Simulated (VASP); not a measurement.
## Be2CdO3: relaxation of cell and atoms with PBE

Be2CdO3:

```
Be Cd O
1.0
     2.97836    0.00000    0.00000
    -1.48918    2.57933    0.00000
     0.00000    0.00000    7.60278
Be Cd O
2 1 3
Direct
  0.33333 0.66667 0.16470
  0.66667 0.33333 0.83530
  0.00000 0.00000 0.50000
  0.33333 0.66667 0.66500
  0.66667 0.33333 0.33500
  0.00000 0.00000 0.00000
```

The cell was built from a structure type or drawn by symmetry, and may not be a known phase.

| Quantity | Value |
| --- | --- |
| Program | VASP 6.6.1 |
| Task | relaxation of cell and atoms |
| Functional | PBE |
| Potentials or basis | VASP PAW PBE potentials, release 64 (Be, Cd, O) |
| Cutoff | 600 eV |
| k mesh | 5 × 5 × 2 |
| Occupations | gaussian, width 0.15 eV |
| Spin | no spin polarisation |
| Dipole correction | no |
| Further INCAR settings | ALGO = Normal; EDIFF = 1e-07; IBRION = 2; EDIFFG = -0.08; NSW = 36; ISIF = 3 |

```json
{
 "Relaxed volume": "8.44 Å³/atom",
 "Relaxed cell": "a = 2.811 Å, b = 2.811 Å, c = 7.396 Å, α = 90.00°, β = 90.00°, γ = 120.00°",
 "Space group after relaxing (to 0.1 Å)": "P-3m1 (No. 164)",
 "Energy gained by relaxing": "503.0 meV/atom",
 "Ionic steps": "8",
 "Pressure after relaxing": "-0.6 GPa",
 "Largest force after relaxing": "0.027 eV/Å",
 "Band gap on the k mesh": "1.51 eV (least direct gap 2.05 eV)"
}
```

Forces in eV/Å, atoms in the order of the input:
```
Be   0.000  0.000  0.027
Be   0.000  0.000 -0.027
Cd   0.000  0.000  0.000
O    0.000  0.000 -0.026
O    0.000  0.000  0.026
O    0.000  0.000  0.000
```

Stress tensor (GPa, compression positive):
```
-0.65  0.00  0.00
 0.00 -0.65  0.00
 0.00  0.00 -0.53
```

The path:
```csv
step,energy change (eV),largest force (eV/Å),pressure (GPa),volume (Å³)
1,0.0000,5.8771,0.16,58.41
2,-2.0001,1.3527,-15.43,58.47
3,-2.1243,1.5888,-17.60,58.48
4,-2.8186,1.1890,6.01,49.31
5,-2.8315,1.2548,2.34,50.26
6,-3.0130,0.2666,0.97,50.22
7,-3.0140,0.1659,1.01,50.23
8,-3.0180,0.0270,-0.61,50.63
```

Final structure:
```
CELL_PARAMETERS angstrom
2.81145 0.00000 0.00000
-1.40572 2.43479 0.00000
0.00000 0.00000 7.39566
ATOMIC_POSITIONS crystal
Be 0.33333 0.66667 0.14249
Be 0.66667 0.33333 0.85751
Cd 0.00000 0.00000 0.50000
O 0.33333 0.66667 0.72819
O 0.66667 0.33333 0.27181
O 0.00000 0.00000 0.00000
```

Levels at points of the mesh, in eV from the valence-band top:
```tsv
k point	band 15	band 16	band 17	band 18	band 19	band 20
(0.00, 0.00, 0.00)	-0.55	-0.54	-0.54	1.51	6.64	6.68
(0.00, 0.00, 0.50)	-0.77	-0.41	-0.41	2.50	6.13	6.61
```

It took 2.9 min on 1 thread of Intel Xeon 8259CL, on a shared host, peak memory 0.2 GiB.

Caveat: the k points lie up to 0.52 Å⁻¹ apart in the final cell; an odd mesh through Γ misses points on the zone boundary, where band edges can lie.
